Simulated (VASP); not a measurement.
NiO:

```
Ni O
1.0
     0.00000    2.09131    2.09131
     2.09131    0.00000    2.09131
     2.09131    2.09131    0.00000
Ni O
1 1
Direct
  0.00000 0.00000 0.00000
  0.50000 0.50000 0.50000
```

Base run:

| Property | Result |
| --- | --- |
| Program | VASP 6.6.1 |
| Functional | PBE |
| Potentials or basis | VASP PAW PBE potentials, release 64 (Ni_sv_GW, O) |
| Cutoff | 700 eV |
| k mesh | 11 × 11 × 11 |
| Occupations | fermi-dirac, width 0.05 eV |
| Spin | collinear spin, ferromagnetic start |
| Starting moments | [1.0, 0.0] μB |
| Hubbard terms | Ni d U = 3.0 eV |

Its results: band gap on the k mesh 1.01 eV (least direct gap 1.84 eV); pressure 8.2 GPa; net moment 2.00 μB per cell; site moments Ni +1.71; O +0.24 μB.

The run is repeated on the same cell with these changes: hubbard terms from Ni d U = 3.0 eV to Ni d U = 8.0 eV. What comes out?

Band gap on the k mesh 2.52 eV (least direct gap 3.72 eV); pressure 11.0 GPa; net moment 2.00 μB per cell; site moments Ni +1.82; O +0.14 μB.

Caveats: the cell stands under pressure; an odd mesh through Γ misses points on the zone boundary, where band edges can lie; a cell with one magnetic atom can't hold antiferromagnetic order, which such compounds often take.
